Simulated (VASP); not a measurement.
Runs of VASP 6.6.1 on Cu. The structure is that of space group P6_3/mmc (No. 194), or close to it. The cells are those of the table. This isn't the form of Cu at room conditions, which is fcc.

```csv
cell,gap on the mesh (eV),pressure (GPa)
"a = 2.633, b = 2.633, c = 7.977 Å, angles 90.0, 90.0, 120.0°, 4 atoms",none,-6.6
"a = 2.595, b = 2.595, c = 8.069 Å, angles 90.0, 90.0, 120.0°, 4 atoms",none,-5.1
"a = 2.595, b = 2.595, c = 8.087 Å, angles 90.0, 90.0, 120.0°, 4 atoms",none,(a)
"a = 2.633, b = 2.633, c = 8.013 Å, angles 90.0, 90.0, 120.0°, 4 atoms",none,-6.2
```

Alike in all rows: task single point; level PBEsol; potentials or basis VASP PAW PBE potentials, release 64 (Cu); no spin polarisation; k mesh 24 × 24 × 6; cutoff (eV) 520; smearing gaussian 0.1 eV.

**Question.** Fill in the values left out.

**Answer.** (a) -5.6.

Caveats: the PAW data sets were made with another functional, which shifts forces and pressure a little; the stress differs along the axes, from -10 to 1 GPa (at least some runs); the stress differs along the axes, from -8 to 0 GPa (at least some runs); the stress differs along the axes, from -8 to -0 GPa (at least some runs).

A gap of «none» marks levels without a gap at the run's occupations.
